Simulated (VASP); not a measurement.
# Pt (Fm-3m) in VASP: single point with PBEsol

Aim: the single point of Pt with PBEsol.

All numbers are computed with VASP 6.6.1; they aren't measurements. Logs are shortened: lines on timing, memory, paths and dates and some standing lists are left out, and cuts for length are marked.

### Step 1. The cell of the first run

It takes space group Fm-3m (No. 225, cubic). Conventional cell: a = 3.918 Å, b = 3.918 Å, c = 3.918 Å, α = 90.00°, β = 90.00°, γ = 90.00°. Pt (site symmetry m-3m) has 12 Pt at 2.77 Å within 3.7 Å.

### Step 2. Single point, PBEsol

INCAR

```
PREC = Accurate
ENCUT = 500
EDIFF = 1E-6
ISMEAR = 0
SIGMA = 0.1
LREAL = False
LASPH = True
NELM = 120
ALGO = Normal
ISIF = 2
LWAVE = False
LCHARG = False
GGA = PS
NBANDS = 11
GGA_COMPAT = False
```

KPOINTS

```
regular mesh
0
Gamma
  18 18 18
```

POSCAR

```
Pt
1.0
    0.0000000000      1.9589238156      1.9589238156
    1.9589238156      0.0000000000      1.9589238156
    1.9589238156      1.9589238156      0.0000000000
Pt
1
Direct
    0.0000000000      0.0000000000      0.0000000000
```

Potentials or basis: VASP PAW PBE potentials, release 64 (Pt).

The run is started by

```console
$ cat potpaw_PBE.64/Pt/POTCAR > POTCAR
$ mpirun -np 1 vasp_std > vasp.out
```

OUTCAR:

```text
PREC = Accurate
   ENCUT = 500
   EDIFF = 1E-6
   ISMEAR = 0
   LREAL = False
   LASPH = True
   NELM = 120
   ISIF = 2
   GGA = PS

 ion  position               nearest neighbor table
   1  0.000  0.000  0.000-

  LATTYP: Found a face centered cubic cell.
 ALAT       =     3.9178476312

  Lattice vectors:

 A1 = (   0.0000000000,   1.9589238156,   1.9589238156)
 A2 = (   1.9589238156,   0.0000000000,   1.9589238156)
 A3 = (   1.9589238156,   1.9589238156,   0.0000000000)

Analysis of symmetry for initial positions (statically):
=====================================================================
 Subroutine PRICEL returns:
 Original cell was already a primitive cell.

 Routine SETGRP: Setting up the symmetry group for a
 face centered cubic supercell.

 Subroutine GETGRP returns: Found 48 space group operations
 (whereof 48 operations were pure point group operations)
 out of a pool of 48 trial point group operations.

The static configuration has the point symmetry O_h .

Analysis of symmetry for dynamics (positions and initial velocities):
=====================================================================
 Subroutine PRICEL returns:
 Original cell was already a primitive cell.

 Routine SETGRP: Setting up the symmetry group for a
 face centered cubic supercell.

 Subroutine GETGRP returns: Found 48 space group operations
 (whereof 48 operations were pure point group operations)
 out of a pool of 48 trial point group operations.

The dynamic configuration has the point symmetry O_h .

 Subroutine INISYM returns: Found 48 space group operations
 (whereof 48 operations are pure point group operations),
 and found     1 'primitive' translations

----------------------------------------------------------------------------------------

                                     Primitive cell

  volume of cell :      15.0343

  direct lattice vectors                    reciprocal lattice vectors
     0.000000000  1.958923816  1.958923816    -0.255242188  0.255242188  0.255242188
     1.958923816  0.000000000  1.958923816     0.255242188 -0.255242188  0.255242188
     1.958923816  1.958923816  0.000000000     0.255242188  0.255242188 -0.255242188

  length of vectors
     2.770336628  2.770336628  2.770336628     0.442092437  0.442092437  0.442092437

[... 81 lines left out ...]
   NSW    =      0    number of steps for IOM
   IBRION =     -1    ionic relax: 0-MD 1-quasi-New 2-CG
   NFREE  =      0    steps in history (QN), initial steepest desc. (CG)
   ISIF   =      2    stress and relaxation
   ISYM   =      2    0-nonsym 1-usesym 2-fastsym
   POTIM  = 0.5000    time-step for ionic-motion
   TEBEG  =    0.0;   TEEND  =   0.0 temperature during run
   PSTRESS=    0.0 pullay stress
   NELECT =      10.0000    total number of electrons
   NUPDOWN=      -1.0000    fix difference up-down
   EMIN   =  10.00;   EMAX   =-10.00  energy-range for DOS
   EFERMI =   0.00;   METHOD = LEGACY
   ISMEAR =     0;   SIGMA  =   0.10  broadening in eV -4-tet -1-fermi 0-gaus
   EFERMI_NEDOS =   21; number of points for ismear=-14 and -15
   IALGO  =     38    algorithm
   IMIX   =      4    mixing-type and parameters
     AMIX     =   0.40;   BMIX     =  1.00
     AMIX_MAG =   1.60;   BMIX_MAG =  1.00
  volume/ion in A,a.u.               =      15.03       101.46
  Fermi-wavevector in a.u.,A,eV,Ry     =   1.429050  2.700512 27.785581  2.042183
  Thomas-Fermi vector in A             =   2.549045
   LORBIT       =      0    0 simple, 1 ext, 2 COOP (PROOUT), +10 PAW based schemes
   GGA     = PS    functional components
   LHFCALC =     F    Hartree Fock is set to
   AEXX    =    0.0000 exact exchange contribution
   IVDW    =     0    specifies the selected vdW correction
   LEPSILON=     F    determine dielectric tensor
   LRPA    =     F    only Hartree local field effects (RPA)
 non-spin polarized calculation
 Gauss-broadening in eV      SIGMA  =   0.10
  energy-cutoff  :      500.00
  volume of cell :       15.03
 maximum number of plane-waves:       392
   NGX = 11   NGY = 11   NGZ = 11

 number of electron      10.0000001 magnetization

 Free energy of the ion-electron system (eV)
  ---------------------------------------------------
  ext. energy  EPLUGINS =         0.00000000
  ---------------------------------------------------
  free energy    TOTEN  =        -6.96545515 eV

  energy without entropy =       -6.95481605  energy(sigma->0) =       -6.96013560

 E-fermi :  11.1579     XC(G=0): -13.6469

 val. band max:       11.1573998370   @ k =  -0.3333   0.3889   0.1111
 cond. band min:      11.1690109954   @ k =   0.3889   0.2222   0.0000
 fundamental gap:      0.0116111583
 Fermi energy:        11.1579009858

 k-point     1 :       0.0000    0.0000    0.0000
  band No.  band energies     occupation
      1       0.8250      2.00000
      2       7.3303      2.00000
      3       7.3303      2.00000
      4       7.3303      2.00000
      5       9.5196      2.00000
      6       9.5196      2.00000
      7      25.7721      0.00000
      8      30.7467      0.00000
      9      30.7467      0.00000
     10      30.7467      0.00000
     11      36.0570      0.00000
[... 309 lines left out ...]
 k-point    24 :      -0.2222    0.0556    0.0000
  band No.  band energies     occupation
      1       2.8807      2.00000
      2       6.8262      2.00000
      3       7.7271      2.00000
      4       7.7961      2.00000
      5       9.3179      2.00000
      6      10.0052      2.00000
      7      24.8151      0.00000
      8      27.6929      0.00000
      9      32.2161      0.00000
     10      33.6262      0.00000
     11      34.8843      0.00000

 [... further k-points ...]

------------------------ aborting loop because EDIFF is reached ----------------------------------------

  FORCE on cell =-STRESS in cart. coord.  units (eV):
  Direction    XX          YY          ZZ          XY          YZ          ZX
  --------------------------------------------------------------------------------------
  -------------------------------------------------------------------------------------
  Total       -0.0344792     -0.0344792     -0.0344792      0.0000000     -0.0000000     -0.0000000
  in kB       -3.6743933     -3.6743933     -3.6743933      0.0000000     -0.0000000     -0.0000000
  external PRESSURE =      -3.6743933 kB  Pullay stress =       0.0000000 kB

 VOLUME and BASIS-vectors are now :
 -----------------------------------------------------------------------------
  energy-cutoff  :      500.00
  volume of cell :       15.03
      direct lattice vectors                 reciprocal lattice vectors
     0.000000000  1.958923816  1.958923816    -0.255242188  0.255242188  0.255242188
     1.958923816  0.000000000  1.958923816     0.255242188 -0.255242188  0.255242188
     1.958923816  1.958923816  0.000000000     0.255242188  0.255242188 -0.255242188

 POSITION                                       TOTAL-FORCE (eV/Angst)
 -----------------------------------------------------------------------------------
      0.00000      0.00000      0.00000        -0.000000     -0.000000      0.000000
 -----------------------------------------------------------------------------------
    total drift:                                0.000000     -0.000000     -0.000000

  FREE ENERGIE OF THE ION-ELECTRON SYSTEM (eV)
  ---------------------------------------------------
  free  energy   TOTEN  =        -6.9654551513 eV

  energy  without entropy=       -6.9548160492  energy(sigma->0) =       -6.96013560
```

OSZICAR:

```text
N       E                     dE             d eps       ncg     rms          rms(c)
DAV:   1     0.379313452956E+02    0.37931E+02   -0.52506E+03  4410   0.818E+02
DAV:   2    -0.681648514811E+01   -0.44748E+02   -0.42844E+02  4874   0.175E+02
DAV:   3    -0.741849754105E+01   -0.60201E+00   -0.59901E+00  5015   0.191E+01
DAV:   4    -0.742086245953E+01   -0.23649E-02   -0.23648E-02  4976   0.141E+00
DAV:   5    -0.742088101464E+01   -0.18555E-04   -0.18556E-04  5042   0.115E-01    0.134E+01
DAV:   6    -0.701505469107E+01    0.40583E+00   -0.93597E-01  4620   0.764E+00    0.685E+00
DAV:   7    -0.696981953386E+01    0.45235E-01   -0.16166E-01  4971   0.307E+00    0.258E+00
DAV:   8    -0.696576830932E+01    0.40512E-02   -0.70091E-03  4668   0.763E-01    0.683E-01
DAV:   9    -0.696545086451E+01    0.31744E-03   -0.26962E-04  4758   0.149E-01    0.296E-02
DAV:  10    -0.696545496015E+01   -0.40956E-05   -0.43822E-06  5405   0.148E-02    0.532E-03
DAV:  11    -0.696545515130E+01   -0.19116E-06   -0.52092E-08  2646   0.213E-03
   1 F= -.69654552E+01 E0= -.69601356E+01  d E =-.106391E-01
```

Wall time 9.5 s (1 thread of Intel Xeon 6975P-C (Granite Rapids), shared host); peak memory 0.14 GiB.

Results:

* Free energy: -6.9655 eV
* Pressure: -0.4 GPa
* Band gap on the k mesh: zero (bands 5 and 6 overlap by 2.24 eV)

Levels at points of the mesh, in eV from the Fermi level:
```tsv
k point	band 3	band 4	band 5	band 6	band 7	band 8
(0.00, 0.00, 0.00)	-3.83	-3.83	-1.64	-1.64	14.61	19.59
(0.50, 0.00, 0.00)	-3.89	-0.56	0.04	0.04	5.82	14.17
(0.50, 0.50, 0.00)	0.02	0.49	0.49	1.70	8.86	11.34
```

Caveat: the PAW data sets were made with another functional, which shifts forces and pressure a little; spin-orbit coupling is left out, which moves the levels of the heavy elements.
